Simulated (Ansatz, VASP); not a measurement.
## Sc in VASP and in Ansatz

Contents of INCAR:

```
PREC     = Accurate       # precision mode
ENCUT    = 520            # plane-wave cutoff, eV
EDIFF    = 1E-8           # SCF threshold, eV
ISMEAR   = 0              # smearing method
SIGMA    = 0.05           # smearing width, eV
LREAL    = False          # projectors in reciprocal space
LASPH    = True           # aspherical terms in the spheres
NELM     = 80             # most SCF steps
ALGO     = Normal         # electronic algorithm
ISIF     = 2              # what is computed and relaxed
LWAVE    = False          # write WAVECAR
LCHARG   = False          # write CHGCAR
GGA      = PE             # functional
LEFG     = True         
NBANDS   = 18             # bands
```

Contents of KPOINTS:

```
regular mesh
0
Gamma
  16 16 8
```

Contents of POSCAR:

```
Sc
1.0
    3.3176230043      0.0000000000      0.0000000000
   -1.6588115021      2.8731458019      0.0000000000
    0.0000000000      0.0000000000      5.1656421988
Sc
2
Direct
    0.3333333333      0.6666666667      0.2500000000
    0.6666666667      0.3333333333      0.7500000000
```

Input for Ansatz:

```yaml
crystal:
  lattice:
    - [3.3176230043, 0.0, 0.0]
    - [-1.6588115021, 2.8731458019, 0.0]
    - [0.0, 0.0, 5.1656421988]
  atoms:
    - { symbol: Sc, position: [0.3333333333, 0.6666666667, 0.25] }
    - { symbol: Sc, position: [0.6666666667, 0.3333333333, 0.75] }
basis:
  ecutwfc: 420
  ecutrho_ratio: 4
kpoints:
  mp_grid: { grid: [16, 16, 8] }
hamiltonian:
  xc: pbe
  pseudopotentials: { kind: paw, frozen_core: stored }
scf:
  occupations: { method: gaussian, width: 0.05 }
output:
  forces: true
  stress: true
  eigenvalues: true
  efg: { contact_densities: true, quadrupole_moments_barn: { Sc: -0.22 } }
```

Alike in both runs: task electric field gradients; functional PBE; k mesh 16 × 16 × 8; occupations gaussian, width 0.05 eV; no spin polarisation.

```csv
,VASP,Ansatz
version,VASP 6.6.1,Ansatz 0.2.0
potentials or method,"VASP PAW PBE potentials, release 64 (Sc_sv), cutoff 520 eV","scalar-relativistic, plane waves, PAW"
valence electrons in the cell,22,22
```

```tsv
	VASP	Ansatz	Ansatz less VASP
gap on the k mesh at the Fermi level (eV)	none	none	-
pressure (GPa)	0.0	0.0	-0.03
size of Vzz on the site where it differs most (V/Å²)	13.6	12.9	-0.76
```

A gap of «none» marks a metal or a gap that the smearing closes.
